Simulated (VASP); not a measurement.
Wanted: the native input for a VASP 6.6.1 run.

| Item | Value |
| --- | --- |
| Task | single point |
| Functional | LDA |
| Potentials or basis | VASP PAW LDA potentials, release 64 (Zn) |
| Cutoff | 520 eV |
| k mesh | 10 × 10 × 10 |
| Occupations | fermi-dirac, width 0.1 eV |
| Spin | non-collinear spin, zero start, spin-orbit coupling |
| Starting moments | [[0.0, 0.0, 0.0], [0.0, 0.0, 0.0]] μB |
| Dipole correction | no |
| Further INCAR settings | ALGO = Normal; EDIFF = 1e-06; NBANDS = 36 |

The structure of Zn lies in POSCAR:

```
Zn
1.0
    0.0000000000      2.7746049637      2.7746049637
    2.7746049637      0.0000000000      2.7746049637
    2.7746049637      2.7746049637      0.0000000000
Zn
2
Direct
    0.1250000000      0.1250000000      0.1250000000
    0.8750000000      0.8750000000      0.8750000000
```

These files were run (other wordings do the same):

INCAR

```
SYSTEM = Zn
ALGO = Normal
EDIFF = 1E-6
ENCUT = 520
GGA_COMPAT = .FALSE.
ISIF = 2
ISMEAR = -1
LASPH = .TRUE.
LCHARG = .TRUE.
LORBIT = 11
LORBMOM = .TRUE.
LREAL = .FALSE.
LSORBIT = .TRUE.
LVHAR = .TRUE.
LWAVE = .FALSE.
MAGMOM = 0 0 0 0 0 0
NBANDS = 36
NELM = 150
PREC = Accurate
SIGMA = 0.1
```

KPOINTS

```
k-points
0
G
  10 10 10
  0 0 0
```

Potentials or basis: VASP PAW LDA potentials, release 64 (Zn).

Launch:

```bash
$ cat potpaw_LDA.64/Zn/POTCAR > POTCAR
$ mpirun -np 1 vasp_ncl > vasp.out
```

Results of the run:

* Pressure: 0.3 GPa
* Net moment: 0.00 μB per cell
* Valence electrons inside the program's atomic spheres: Zn 10.82

Wall time 2.4 min on 1 thread of Intel(R) Xeon(R) Platinum 8259CL CPU @ 2.50GHz (Skylake/Cascade Lake) (shared host), peak memory 0.27 GiB.
